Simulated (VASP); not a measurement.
Wanted: the native input for a VASP 6.6.1 run.

```yaml
Task: single point
Functional: PBEsol
Potentials_or_basis: VASP PAW PBE potentials, release 64 (W_sv, N)
Cutoff: 520 eV
k_mesh: 18 × 18 × 4
Occupations: gaussian, width 0.15 eV
Spin: no spin polarisation
Dipole_correction: no
Further_INCAR_settings: ALGO = Fast; EDIFF = 1e-06; NBANDS = 60
```

The structure of W2N lies in POSCAR:

```
W2N
1.0
    2.8725259163      0.0000000000      0.0000000000
   -1.4362629582      2.4876804166      0.0000000000
    0.0000000000      0.0000000000     17.4516839941
W N
6 3
Direct
    0.0000000000      0.0000000000      0.0759303586
    0.0000000000      0.0000000000      0.9240696414
    0.3333333333      0.6666666667      0.2625177094
    0.6666666667      0.3333333333      0.7374822906
    0.3333333333      0.6666666667      0.4176067748
    0.6666666667      0.3333333333      0.5823932252
    0.0000000000      0.0000000000      0.5000000000
    0.3333333333      0.6666666667      0.1506839328
    0.6666666667      0.3333333333      0.8493160672
```

This cell differs from its parent crystal: strain +0.025 along x and y, +0.000 along z.

One way to write it, as run:

INCAR

```
SYSTEM = W2N
PREC = Accurate ; ENCUT = 520
EDIFF = 1E-6 ; ISMEAR = 0
SIGMA = 0.15 ; LREAL = .False.
LASPH = .True. ; NELM = 80
ALGO = Fast ; ISIF = 2
LWAVE = .False. ; LCHARG = .False.
GGA = PS ; NBANDS = 60
```

KPOINTS

```
regular mesh
0
Gamma
  18 18 4
  0 0 0
```

Potentials or basis: VASP PAW PBE potentials, release 64 (W_sv, N).

Command:

```sh
$ cat potpaw_PBE.64/W_sv/POTCAR potpaw_PBE.64/N/POTCAR > POTCAR
$ mpirun -np 1 vasp_std > vasp.out
```

It gave:

```json
{
  "Pressure": "-11.6 GPa",
  "Largest force": "0.566 eV/Å",
  "Band gap on the k mesh": "zero (an odd number of electrons rules out a gap without spin polarisation)"
}
```

Caveat: the cell differs from its parent crystal (strain +0.025 along x and y, +0.000 along z); the cell stands under tension; the PAW data sets were made with another functional, which shifts forces and pressure a little; spin-orbit coupling is left out, which moves the levels of the heavy elements.

Wall time 38 min on 1 thread of Oxide Virtual Turin-like Processor, with other jobs on the host, peak memory 0.75 GiB.
